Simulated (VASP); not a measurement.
Crystal: CO2.

```xyz
6
Lattice="4.5946 0.0000 0.0000 0.0000 4.5946 0.0000 0.0000 0.0000 4.7848" Properties=species:S:1:pos:R:3 pbc="T T T"
C     2.2973    2.2973    2.3924
C     0.0000    0.0000    0.0000
O     1.4721    3.1226    2.3924
O     3.1226    1.4721    2.3924
O     0.8252    0.8252    0.0000
O     3.7694    3.7694    0.0000
```

* Program: VASP 6.6.1
* Task: relaxation of cell and atoms
* Functional: PBEsol
* Potentials or basis: VASP PAW PBE potentials, release 64 (C, O)
* Cutoff: 600 eV
* k mesh: 6 × 6 × 6
* Occupations: gaussian, width 0.02 eV
* Spin: no spin polarisation

At the start: pressure 1.3 GPa; volume 16.84 Å³/atom.

**Question.** Where does the relaxation end?

**Answer.** Over 14 steps the energy falls by 3.8 meV/atom and the volume is 15.15 Å³/atom (-10.0 %); space group P4_2/mnm (No. 136, to 0.1 Å) before and after.

The path:
```
step  energy change (eV)  largest force (eV/Å)  pressure (GPa)  volume (Å³)
   1              0.0000                0.6775            1.30       101.01
   2              0.2911                3.5806           -9.29       103.01
   3             -0.0080                0.0069           -0.36       101.28
   4             -0.0080                0.0203           -0.30       101.27
   5             -0.0080                0.0325           -0.28       101.26
   6             -0.0088                0.0332           -0.27       100.90
   7             -0.0112                0.0349           -0.25        99.81
   8             -0.0155                0.0427           -0.18        97.66
   9             -0.0213                0.0730            0.04        93.45
  10             -0.0157                0.1947            0.97        85.38
  11             -0.0223                0.1463            0.36        91.16
  12             -0.0228                0.0100           -0.06        90.91
  13             -0.0228                0.0059           -0.03        90.92
  14             -0.0228                0.0004           -0.01        90.93
```

Final structure:
```cif
data_structure
_symmetry_space_group_name_H-M 'P 1'
_symmetry_Int_Tables_number 1
_cell_length_a 4.4671
_cell_length_b 4.4671
_cell_length_c 4.5565
_cell_angle_alpha 90.000
_cell_angle_beta 90.000
_cell_angle_gamma 90.000
_cell_volume 90.93
loop_
_atom_site_label
_atom_site_type_symbol
_atom_site_fract_x
_atom_site_fract_y
_atom_site_fract_z
_atom_site_occupancy
C1 C 0.50000 0.50000 0.50000 1
C2 C 0.00000 0.00000 0.00000 1
O1 O 0.31434 0.68566 0.50000 1
O2 O 0.68566 0.31434 0.50000 1
O3 O 0.18566 0.18566 0.00000 1
O4 O 0.81434 0.81434 0.00000 1
```

Caveat: this functional lacks dispersion, which holds the molecules together, so the pressure and a relaxed volume are unreliable; the PAW data sets were made with another functional, which shifts forces and pressure a little.
